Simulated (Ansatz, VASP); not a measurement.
# Two plane-wave programs on K

The input INCAR:

```
ALGO = Normal ; EDIFF = 1E-6
ENCUT = 520 ; GGA = PS
ISIF = 2 ; ISMEAR = -1
LASPH = T ; LCHARG = T
LELF = T ; LREAL = F
LVHAR = T ; LWAVE = F
NBANDS = 26 ; NELM = 80
PREC = Accurate ; SIGMA = 0.0645
```

Contents of KPOINTS:

```
k-points
0
Gamma
  6 6 2
```

File POSCAR:

```
K
1.0
    1.8847660000      3.2645090000      0.0000000000
   -1.8847660000      3.2645090000      0.0000000000
    0.0000000000      0.0000000000     12.2070360000
K
4
Direct
    0.0000000000      0.0000000000      0.0000000000
    0.0000000000      0.0000000000      0.5000000000
    0.3333300000      0.3333400000      0.7500000000
    0.6666600000      0.6666700000      0.2500000000
```

Input for Ansatz:

```yaml
crystal:
  lattice:
    - [1.884766, 3.264509, 0.0]
    - [-1.884766, 3.264509, 0.0]
    - [0.0, 0.0, 12.207036]
  atoms:
    - { symbol: K, position: [0.0, 0.0, 0.0] }
    - { symbol: K, position: [0.0, 0.0, 0.5] }
    - { symbol: K, position: [0.33333, 0.33334, 0.75] }
    - { symbol: K, position: [0.66666, 0.66667, 0.25] }
  symmetry: { tolerance: 0.0003 }
kpoints:
  mp_grid: { grid: [6, 6, 2], shift: [0, 0, 0] }
magnetization:
  spin_polarized: false
scf:
  occupations: { method: fermi_dirac, width: 0.0645 }
hamiltonian:
  pseudopotentials: { kind: paw }
  xc: pbesol
basis:
  ecutwfc: 420
output:
  forces: true
  stress: true
  eigenvalues: true
```

Alike in both runs: task single point; functional PBEsol; k mesh 6 × 6 × 2; occupations fermi-dirac, width 0.0645 eV; no spin polarisation.

```csv
,VASP,Ansatz
version,VASP 6.6.1,Ansatz 0.2.0
potentials or method,"VASP PAW PBE potentials, release 64 (K_sv), cutoff 520 eV",PAW plane waves
valence electrons in the cell,36,36
```

```tsv
	VASP	Ansatz	Ansatz less VASP
gap on the k mesh at the Fermi level (eV)	none	none	-
pressure (GPa)	7.7	7.7	0.00
traceless stress, the component that is largest in VASP (GPa)	-0.25	-0.25	0.000
```

VASP's potentials were made for PBE, not for PBEsol. A gap of «none» marks a metal or a gap that the smearing closes. Ansatz's warnings: structure snapped to symmetry.
